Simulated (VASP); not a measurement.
Write the native input for VASP 6.6.1 that does the following.

- Task: single point
- Functional: PBEsol
- Potentials or basis: VASP PAW PBE potentials, release 64 (Mo_sv, S)
- Cutoff: 520 eV
- k mesh: 18 × 18 × 10
- Occupations: gaussian, width 0.15 eV
- Spin: no spin polarisation
- Dipole correction: no
- Further INCAR settings: ALGO = Normal; EDIFF = 1e-06; NBANDS = 20

The structure of MoS2 lies in POSCAR:

```
MoS2
1.0
    3.0429577204      0.0000000000      0.0000000000
   -1.5214788602      2.6352786885      0.0000000000
    0.0000000000      0.0000000000      6.5265062175
Mo S
1 2
Direct
    0.0000000000      0.0000000000      0.5000000000
    0.3333333333      0.6666666667      0.2410625189
    0.6666666667      0.3333333333      0.7589374811
```

This cell differs from its parent crystal: ratio of the length along z to the lengths across it x 1.1, volume and fractional coordinates fixed.

The input as run:

INCAR

```
  PREC = Accurate
  ENCUT = 520
  EDIFF = 1E-6
  ISMEAR = 0
  SIGMA = 0.15
  LREAL = False
  LASPH = True
  NELM = 60
  ALGO = Normal
  ISIF = 2
  LWAVE = False
  LCHARG = False
  GGA = PS
  NBANDS = 20
```

KPOINTS

```
Automatic mesh
0
Gamma
  18 18 10
```

Potentials or basis: VASP PAW PBE potentials, release 64 (Mo_sv, S).

Launch:

```bash
$ cat potpaw_PBE.64/Mo_sv/POTCAR potpaw_PBE.64/S/POTCAR > POTCAR
$ mpirun -np 1 vasp_std > vasp.out
```

It gave:

```
Pressure               : -1.5 GPa
Largest force          : 0.884 eV/Å
Band gap on the k mesh : zero (bands 13 and 14 overlap by 0.78 eV)
```

Caveat: the stress differs along the axes, from -9 to 2 GPa; the PAW data sets were made with another functional, which shifts forces and pressure a little; this functional lacks dispersion, which binds layers or chains, so the pressure and a relaxed spacing across them are unreliable.

Run time: 6.5 min on 1 thread of Intel Xeon 8259CL (shared host), peak memory 0.42 GiB.
